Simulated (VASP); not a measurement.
A run of VASP 6.6.1 is set up as follows.

INCAR

```
SYSTEM = Te2Mo
ALGO     = Normal         ! electronic algorithm
EDIFF    = 1E-6           ! SCF threshold, eV
ENCUT    = 520            ! plane-wave cutoff, eV
GGA      = PE             ! functional
ISIF     = 2              ! what is computed and relaxed
ISMEAR   = -1             ! smearing method
LASPH    = .TRUE.         ! aspherical terms in the spheres
LCHARG   = .FALSE.        ! write CHGCAR
LREAL    = .FALSE.        ! projectors in reciprocal space
LWAVE    = .FALSE.        ! write WAVECAR
NBANDS   = 35             ! bands
NELM     = 80             ! most SCF steps
PREC     = Accurate       ! precision mode
SIGMA    = 0.05           ! smearing width, eV
```

Contents of KPOINTS:

```
k-points
0
G
  4 8 1
  0 0 0
```

File POSCAR:

```
Te2Mo
1.0
    6.4863781235      0.0000000000      0.0000000000
    0.0000000000      3.5486635872      0.0000000000
   -0.0874228505      0.0000000000     36.8854017842
Te Mo
4 2
Direct
    0.4292511000      0.7500000000      0.5407035800
    0.5707489000      0.2500000000      0.4592964200
    0.9208478700      0.2500000000      0.5565273200
    0.0791521300      0.7500000000      0.4434726800
    0.1813475600      0.2500000000      0.4974653700
    0.8186524400      0.7500000000      0.5025346300
```

Potentials or basis: VASP PAW PBE potentials, release 64 (Te, Mo_sv).

Run with:

```bash
$ cat potpaw_PBE.64/Te/POTCAR potpaw_PBE.64/Mo_sv/POTCAR > POTCAR
$ mpirun -np 1 vasp_std > vasp.out
```

(1) Estimate the band gap on the k mesh.

(2) Predict the largest force.

Results:

(1) zero (bands 26 and 27 overlap by 0.13 eV).

(2) 0.611 eV/Å.

Caveat: spin-orbit coupling is left out, which moves the levels of the heavy elements.
